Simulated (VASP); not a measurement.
Wanted: the native input for a VASP 6.6.1 run.

```
Task                   : single point
Functional             : PBEsol
Potentials or basis    : VASP PAW PBE potentials, release 64 (Zr_sv, S)
Cutoff                 : 520 eV
k mesh                 : 16 × 16 × 16
Occupations            : gaussian, width 0.15 eV
Spin                   : no spin polarisation
Dipole correction      : no
Further INCAR settings : ALGO = Normal; EDIFF = 1e-06; NBANDS = 16
```

The structure of ZrS lies in POSCAR:

```
ZrS
1.0
    0.0000000000      2.5462500000      2.5462500000
    2.5462500000      0.0000000000      2.5462500000
    2.5462500000      2.5462500000      0.0000000000
Zr S
1 1
Direct
    0.0000000000      0.0000000000      0.0000000000
    0.5000000000      0.5000000000      0.5000000000
```

This cell differs from its parent crystal: strain -0.030 along x and y, -0.030 along z.

These files were run (other wordings do the same):

INCAR

```
SYSTEM = ZrS
PREC     = Accurate       ! precision mode
ENCUT    = 520            ! plane-wave cutoff, eV
EDIFF    = 1E-6           ! SCF threshold, eV
ISMEAR   = 0              ! smearing method
SIGMA    = 0.15           ! smearing width, eV
LREAL    = .False.        ! projectors in reciprocal space
LASPH    = .True.         ! aspherical terms in the spheres
NELM     = 100            ! most SCF steps
ALGO     = Normal         ! electronic algorithm
ISIF     = 2              ! what is computed and relaxed
LWAVE    = .False.        ! write WAVECAR
LCHARG   = .True.         ! write CHGCAR
GGA      = PS             ! functional
LELF     = .True.         ! ELF
LVHAR    = .True.       
NBANDS   = 16             ! bands
```

KPOINTS

```
regular mesh
0
Gamma
  16 16 16
  0 0 0
```

Potentials or basis: VASP PAW PBE potentials, release 64 (Zr_sv, S).

Launch:

```console
$ cat potpaw_PBE.64/Zr_sv/POTCAR potpaw_PBE.64/S/POTCAR > POTCAR
$ mpirun -np 1 vasp_std > vasp.out
```

It gave:

The pressure is 7.2 GPa. The band gap on the k mesh is zero (bands 9 and 10 overlap by 3.26 eV).

Caveat: the cell differs from its parent crystal (strain -0.030 along x and y, -0.030 along z); the cell stands under pressure; the PAW data sets were made with another functional, which shifts forces and pressure a little.

Wall time 53 s on 1 thread of Intel(R) Xeon(R) Platinum 8259CL CPU @ 2.50GHz (Skylake/Cascade Lake), with other jobs on the host, peak memory 0.21 GiB.
